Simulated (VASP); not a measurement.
Wanted: the native input for a VASP 6.6.1 run.

```
Task                   : single point
Functional             : LDA
Potentials or basis    : VASP PAW LDA potentials, release 64 (Al, P)
Cutoff                 : 500 eV
k mesh                 : 8 × 8 × 8
Occupations            : gaussian, width 0.01 eV
Spin                   : no spin polarisation
Dipole correction      : no
Further INCAR settings : ALGO = Normal; EDIFF = 1e-06; NBANDS = 11
```

The structure of AlP lies in POSCAR:

```
AlP
1.0
    0.0000000000      2.6977281623      2.6977281623
    2.6977281623      0.0000000000      2.6977281623
    2.6977281623      2.6977281623      0.0000000000
Al P
1 1
Direct
    0.0000000000      0.0000000000      0.0000000000
    0.7500000000      0.7500000000      0.7500000000
```

These files were run (other wordings do the same):

INCAR

```
PREC     = Accurate       # precision mode
ENCUT    = 500            # plane-wave cutoff, eV
EDIFF    = 1E-6           # SCF threshold, eV
ISMEAR   = 0              # smearing method
SIGMA    = 0.01           # smearing width, eV
LREAL    = F              # projectors in reciprocal space
LASPH    = T              # aspherical terms in the spheres
NELM     = 120            # most SCF steps
ALGO     = Normal         # electronic algorithm
ISIF     = 2              # what is computed and relaxed
LWAVE    = F              # write WAVECAR
LCHARG   = F              # write CHGCAR
NBANDS   = 11             # bands
GGA_COMPAT= F
```

KPOINTS

```
regular mesh
0
Gamma
  8 8 8
```

Potentials or basis: VASP PAW LDA potentials, release 64 (Al, P).

The run is started by

```sh
$ cat potpaw_LDA.64/Al/POTCAR potpaw_LDA.64/P/POTCAR > POTCAR
$ mpirun -np 1 vasp_std > vasp.out
```

It gave:

```yaml
Pressure: 2.1 GPa
Band_gap_on_the_k_mesh: 1.37 eV (least direct gap 3.42 eV)
```

Run time: 19 s on 1 thread of Intel Xeon 8259CL, with other jobs on the host, peak memory 0.14 GiB.
